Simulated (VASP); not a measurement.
# CoSn (P6/mmm) in VASP: a series of runs, part 2 of 2

VASP 6.6.1. The steps go on from the part before.

### 5 Single point, PBE, collinear spin, ferromagnetic start

This run uses another cell than the first one, of 16.63 Å³/atom, 0.971 times its volume.

INCAR reads:

```
PREC     = Accurate       # precision mode
ENCUT    = 520            # plane-wave cutoff, eV
EDIFF    = 1E-6           # SCF threshold, eV
ISMEAR   = 0              # smearing method
SIGMA    = 0.1            # smearing width, eV
LREAL    = F              # projectors in reciprocal space
LASPH    = T              # aspherical terms in the spheres
NELM     = 150            # most SCF steps
ALGO     = Normal         # electronic algorithm
ISIF     = 2              # what is computed and relaxed
LWAVE    = F              # write WAVECAR
LCHARG   = F              # write CHGCAR
ISPIN    = 2              # spin polarisation
MAGMOM   = 3 3 3 0 0 0    # initial moments
LORBIT   = 11             # projections on sites
LMAXMIX  = 4              # l up to which the mixer works
GGA      = PE             # functional
NBANDS   = 48             # bands
```

KPOINTS reads:

```
Automatic mesh
0
Gamma
  6 6 4
```

POSCAR reads:

```
CoSn
1.0
    5.2460399276      0.0000000000      0.0000000000
   -2.6230199638      4.5432038466      0.0000000000
    0.0000000000      0.0000000000      4.1875903000
Co Sn
3 3
Direct
    0.0000000000      0.5000000000      0.0000000000
    0.5000000000      0.5000000000      0.0000000000
    0.5000000000      0.0000000000      0.0000000000
    0.6666666700      0.3333333300      0.5000000000
    0.3333333300      0.6666666700      0.5000000000
    0.0000000000      0.0000000000      0.0000000000
```

Launch:

```
$ cat potpaw_PBE.64/Co/POTCAR potpaw_PBE.64/Sn_d/POTCAR > POTCAR
$ mpirun -np 1 vasp_std > vasp.out
```

It took 1.7 min on 1 thread of Intel Xeon 6975P-C (Granite Rapids), shared host; peak memory 0.34 GiB.

Results (log left out):

| Quantity | Value |
| --- | --- |
| Free energy | -33.2093 eV |
| Pressure | 4.0 GPa |
| Net moment | 0.00 μB per cell |
| Valence electrons inside the program's atomic spheres | Co 8.36; Sn 12.47, 12.33 |

Stress tensor (GPa, compression positive):
```
4.14 0.00 0.00
0.00 4.14 0.00
0.00 0.00 3.61
```

Levels at points of the mesh, in eV from the Fermi level:
Spin up:
```tsv
k point	band 32	band 33	band 34	band 35	band 36	band 37
(0.00, 0.00, 0.00)	-0.56	-0.54	-0.54	0.41	0.53	1.27
(0.50, 0.00, 0.00)	-0.55	-0.54	0.62	0.91	1.60	1.72
(0.00, 0.00, 0.50)	-0.65	-0.63	-0.63	-0.52	-0.52	-0.24
(0.50, 0.00, 0.50)	-0.83	-0.64	-0.58	-0.52	-0.25	0.33
```
Spin down:
```
           k point  band 32  band 33  band 34  band 35  band 36  band 37
(0.00, 0.00, 0.00)    -0.56    -0.54    -0.54     0.41     0.53     1.27
(0.50, 0.00, 0.00)    -0.55    -0.54     0.62     0.91     1.60     1.72
(0.00, 0.00, 0.50)    -0.65    -0.63    -0.63    -0.52    -0.52    -0.24
(0.50, 0.00, 0.50)    -0.83    -0.64    -0.58    -0.52    -0.25     0.33
```

Caveat: the k points lie up to 0.38 Å⁻¹ apart; the starting moments collapsed, and a magnetic state may lie lower; spin-orbit coupling is left out, which moves the levels of the heavy elements.

### 6 Single point, PBE

INCAR reads:

```
SYSTEM = CoSn
ALGO = Fast
EDIFF = 1E-7
ENCUT = 520
GGA = PE
ISIF = 2
ISMEAR = 0
LASPH = .True.
LCHARG = .False.
LREAL = .False.
LWAVE = .False.
NBANDS = 44
NELM = 100
PREC = Accurate
SIGMA = 0.15
```

KPOINTS reads:

```
k-points
0
Gamma
  12 12 12
  0 0 0
```

POSCAR reads:

```
CoSn
1.0
    5.2965850026      0.0000000000      0.0000000000
   -2.6482925013      4.5869771655      0.0000000000
    0.0000000000      0.0000000000      4.2302876739
Co Sn
3 3
Direct
    0.0000000000      0.5000000000      0.0000000000
    0.5000000000      0.5000000000      0.0000000000
    0.5000000000      0.0000000000      0.0000000000
    0.6666666667      0.3333333333      0.5000000000
    0.3333333333      0.6666666667      0.5000000000
    0.0000000000      0.0000000000      0.0000000000
```

Potentials or basis: VASP PAW PBE potentials, release 64 (Co, Sn_d).

Launch:

```
$ cat potpaw_PBE.64/Co/POTCAR potpaw_PBE.64/Sn_d/POTCAR > POTCAR
$ mpirun -np 1 vasp_std > vasp.out
```

OUTCAR:

```text
SYSTEM = CoSn
   EDIFF = 1E-7
   ENCUT = 520
   GGA = PE
   ISIF = 2
   ISMEAR = 0
   LASPH = .True.
   LREAL = .False.
   NELM = 100
   PREC = Accurate

 ion  position               nearest neighbor table
   1  0.000  0.500  0.000-   4 2.61   5 2.61   4 2.61   5 2.61   3 2.65   6 2.65   6 2.65   3 2.65
                             2 2.65   2 2.65
   2  0.500  0.500  0.000-   4 2.61   5 2.61   4 2.61   5 2.61   3 2.65   6 2.65   3 2.65   6 2.65
                             1 2.65   1 2.65
   3  0.500  0.000  0.000-   4 2.61   5 2.61   4 2.61   5 2.61   1 2.65   2 2.65   2 2.65   1 2.65
                             6 2.65   6 2.65
   4  0.667  0.333  0.500-   3 2.61   3 2.61   1 2.61   1 2.61   2 2.61   2 2.61   5 3.06   5 3.06
                             5 3.06   6 3.72   6 3.72   6 3.72   6 3.72   6 3.72   6 3.72
   5  0.333  0.667  0.500-   3 2.61   3 2.61   1 2.61   1 2.61   2 2.61   2 2.61   4 3.06   4 3.06
                             4 3.06   6 3.72   6 3.72   6 3.72   6 3.72   6 3.72   6 3.72
   6  0.000  0.000  0.000-   1 2.65   2 2.65   1 2.65   2 2.65   3 2.65   3 2.65   5 3.72   4 3.72
                             5 3.72   4 3.72   4 3.72   4 3.72   5 3.72   5 3.72   4 3.72   5 3.72

  LATTYP: Found a hexagonal cell.
 ALAT       =     5.2965850026
 C/A-ratio  =     0.7986821078

  Lattice vectors:

 A1 = (   5.2965850026,   0.0000000000,   0.0000000000)
 A2 = (  -2.6482925013,   4.5869771655,   0.0000000000)
 A3 = (   0.0000000000,   0.0000000000,   4.2302876739)

Analysis of symmetry for initial positions (statically):
=====================================================================
 Subroutine PRICEL returns:
 Original cell was already a primitive cell.

 Routine SETGRP: Setting up the symmetry group for a
 hexagonal supercell.

 Subroutine GETGRP returns: Found 24 space group operations
 (whereof 24 operations were pure point group operations)
 out of a pool of 24 trial point group operations.

The static configuration has the point symmetry D_6h.

Analysis of symmetry for dynamics (positions and initial velocities):
=====================================================================
 Subroutine PRICEL returns:
[... 139 lines left out ...]
  Fermi-wavevector in a.u.,A,eV,Ry     =   1.433487  2.708897 27.958402  2.054885
  Thomas-Fermi vector in A             =   2.553000
   LORBIT       =      0    0 simple, 1 ext, 2 COOP (PROOUT), +10 PAW based schemes
   GGA     = PE    functional components
   LHFCALC =     F    Hartree Fock is set to
   AEXX    =    0.0000 exact exchange contribution
   IVDW    =     0    specifies the selected vdW correction
   LEPSILON=     F    determine dielectric tensor
   LRPA    =     F    only Hartree local field effects (RPA)
 non-spin polarized calculation
 RMM-DIIS sequential band-by-band and
 Gauss-broadening in eV      SIGMA  =   0.15
  energy-cutoff  :      520.00
  volume of cell :      102.78
 maximum number of plane-waves:      2802
 NGX is ok and might be reduce to    40
   NGX = 19   NGY = 19   NGZ = 15

 number of electron      69.0000014 magnetization

 Free energy of the ion-electron system (eV)
  ---------------------------------------------------
  ext. energy  EPLUGINS =         0.00000000
  ---------------------------------------------------
  free energy    TOTEN  =       -33.26066788 eV

  energy without entropy =      -33.22064502  energy(sigma->0) =      -33.24065645

 E-fermi :   9.7706     XC(G=0): -11.7049

 val. band max:        9.7531819232   @ k =   0.0833  -0.0000   0.3333
 cond. band min:       9.7719532180   @ k =   0.2500   0.0000   0.0000
 fundamental gap:      0.0187712948
 Fermi energy:         9.7706372408

 k-point     1 :       0.0000    0.0000    0.0000
  band No.  band energies     occupation
      1     -11.7571      2.00000
      2     -11.6457      2.00000
      3     -11.6457      2.00000
      4     -11.6177      2.00000
      5     -11.6177      2.00000
      6     -11.5175      2.00000
[... 1117 lines left out ...]
     43      14.2566      0.00000
     44      15.6514      0.00000

 [... further k-points ...]
[... 5 lines left out ...]
  --------------------------------------------------------------------------------------
  -------------------------------------------------------------------------------------
  Total       -0.0642541     -0.0642541      0.0720015     -0.0000000      0.0000000     -0.0000000
  in kB       -1.0016564     -1.0016564      1.1224317     -0.0000000      0.0000000     -0.0000000
  external PRESSURE =      -0.2936271 kB  Pullay stress =       0.0000000 kB

 VOLUME and BASIS-vectors are now :
 -----------------------------------------------------------------------------
  energy-cutoff  :      520.00
  volume of cell :      102.78
      direct lattice vectors                 reciprocal lattice vectors
     5.296585003  0.000000000  0.000000000     0.188800897  0.109004249  0.000000000
    -2.648292501  4.586977165  0.000000000     0.000000000  0.218008498  0.000000000
     0.000000000  0.000000000  4.230287674     0.000000000  0.000000000  0.236390543

 POSITION                                       TOTAL-FORCE (eV/Angst)
 -----------------------------------------------------------------------------------
     -1.32415      2.29349      0.00000        -0.000000      0.000000      0.000000
      1.32415      2.29349      0.00000        -0.000000      0.000000      0.000000
      2.64829      0.00000      0.00000        -0.000000      0.000000      0.000000
      2.64829      1.52899      2.11514        -0.000000      0.000000     -0.000000
     -0.00000      3.05798      2.11514         0.000000      0.000000      0.000000
      0.00000      0.00000      0.00000        -0.000000      0.000000      0.000000
 -----------------------------------------------------------------------------------
    total drift:                               -0.000000      0.000000     -0.000000

  FREE ENERGIE OF THE ION-ELECTRON SYSTEM (eV)
  ---------------------------------------------------
  free  energy   TOTEN  =       -33.2606678806 eV

  energy  without entropy=      -33.2206450181  energy(sigma->0) =      -33.24065645
```

OSZICAR:

```text
N       E                     dE             d eps       ncg     rms          rms(c)
DAV:   1     0.692097547920E+03    0.69210E+03   -0.31342E+04 11836   0.248E+03
DAV:   2     0.726493738405E+02   -0.61945E+03   -0.60079E+03 11704   0.603E+02
DAV:   3    -0.302589978903E+02   -0.10291E+03   -0.99841E+02 11900   0.223E+02
DAV:   4    -0.356464556467E+02   -0.53875E+01   -0.53415E+01 13324   0.568E+01
DAV:   5    -0.358105155691E+02   -0.16406E+00   -0.16398E+00 15792   0.911E+00    0.144E+01
RMM:   6    -0.376233268917E+02   -0.18128E+01   -0.28750E+01 12549   0.360E+01    0.160E+01
RMM:   7    -0.335372049281E+02    0.40861E+01   -0.88394E+00 12517   0.220E+01    0.442E+00
RMM:   8    -0.332568547147E+02    0.28035E+00   -0.79301E-01 13364   0.482E+00    0.798E-01
RMM:   9    -0.332590948896E+02   -0.22402E-02   -0.13880E-01 16857   0.212E+00    0.269E-01
RMM:  10    -0.332602629860E+02   -0.11681E-02   -0.26889E-02 18342   0.884E-01    0.160E-01
RMM:  11    -0.332605014533E+02   -0.23847E-03   -0.47177E-03 18777   0.431E-01    0.933E-02
RMM:  12    -0.332606341998E+02   -0.13275E-03   -0.13360E-03 20385   0.180E-01    0.290E-02
RMM:  13    -0.332606633481E+02   -0.29148E-04   -0.26565E-04 20682   0.747E-02    0.157E-02
RMM:  14    -0.332606655496E+02   -0.22015E-05   -0.50632E-05 18924   0.375E-02    0.666E-03
RMM:  15    -0.332606674362E+02   -0.18866E-05   -0.18370E-05 20787   0.192E-02    0.261E-03
RMM:  16    -0.332606679178E+02   -0.48162E-06   -0.41361E-06 17662   0.847E-03    0.173E-03
RMM:  17    -0.332606678591E+02    0.58739E-07   -0.10998E-06 11389   0.466E-03    0.823E-04
RMM:  18    -0.332606678806E+02   -0.21557E-07   -0.44695E-07  9310   0.315E-03
   1 F= -.33260668E+02 E0= -.33240656E+02  d E =-.400229E-01
```

stdout:

```text
POSCAR found type information on POSCAR CoSn
 POSCAR found :  2 types and       6 ions
 scaLAPACK will be used
 LDA part: xc-table for (Slater+PW92), standard interpolation
 POSCAR, INCAR and KPOINTS ok, starting setup
 FFT: planning ... GRIDC
 FFT: planning ... GRID_SOFT
 FFT: planning ... GRID
 WAVECAR not read
 entering main loop
WARNING in EDDRMM: call to ZHEGV failed, returncode =   8  4     43
WARNING in EDDRMM: call to ZHEGV failed, returncode =   8  4     43
 num prob  num prob  num prob RMM:  17    -0.332606678591E+02    0.58739E-07   -0.10998E-06 11389   0.466E-03    0.823E-04
 num prob  num prob  num prob  num prob  num prob  num prob  num prob  num prob  num prob  num prob  num prob  num prob  num prob  num prob  num prob  num prob  num prob  num prob  num prob  num prob  num prob  num prob  num prob  num prob  num prob  num prob  num prob  num prob  num prob  num prob  num prob  num prob  num prob  num prob  num prob  num prob  num prob  num prob  num prob  num prob  num prob  num prob  num prob  num prob  num prob  num prob  num prob  num prob  num prob  num prob  num prob  num prob  num prob  num prob  num prob  num prob  num prob  num prob  num prob  num prob  num prob  num prob  num prob  num prob RMM:  18    -0.332606678806E+02   -0.21557E-07   -0.44695E-07  9310   0.315E-03
```

Run time: 5.9 min. Hardware: 1 thread of Intel Xeon 6975P-C (Granite Rapids), shared host; peak memory 0.56 GiB.

What came out:

```
Free energy : -33.2607 eV
Pressure    : 0.0 GPa
```

Stress tensor (GPa, compression positive):
```
-0.10  0.00  0.00
 0.00 -0.10  0.00
 0.00  0.00  0.11
```

Caveat: spin-orbit coupling is left out, which moves the levels of the heavy elements. Spin polarisation is off, so any magnetic state and its effect on volume and gap are missing.

### 7 Overview

```csv
task,cell,k mesh,cutoff (eV),smearing,gap on the mesh (eV),pressure (GPa)
single point,"a = 5.297, b = 5.297, c = 4.230 Å, angles 90.0, 90.0, 120.0°, 6 atoms",12 × 12 × 8,520,gaussian 0.1 eV,none,-0.1
relaxation of cell and atoms,"relaxed from a = 5.246, b = 5.246, c = 4.188 Å, angles 90.0, 90.0, 120.0°, 6 atoms",12 × 12 × 8,600,gaussian 0.1 eV,none,0.0
single point,"a = 5.614, b = 5.614, c = 4.484 Å, angles 90.0, 90.0, 120.0°, 6 atoms",12 × 12 × 8,520,gaussian 0.1 eV,none,-14.5
single point,"a = 5.297, b = 5.297, c = 4.230 Å, angles 90.0, 90.0, 120.0°, 6 atoms",12 × 12 × 12,520,gaussian 0.15 eV,none,0.0
```

Alike in all rows: level PBE; potentials or basis VASP PAW PBE potentials, release 64 (Co, Sn_d); no spin polarisation.

Caveats: spin-orbit coupling is left out, which moves the levels of the heavy elements.

Total energies depend on the potentials used, so only differences within one code and one set of settings carry meaning.
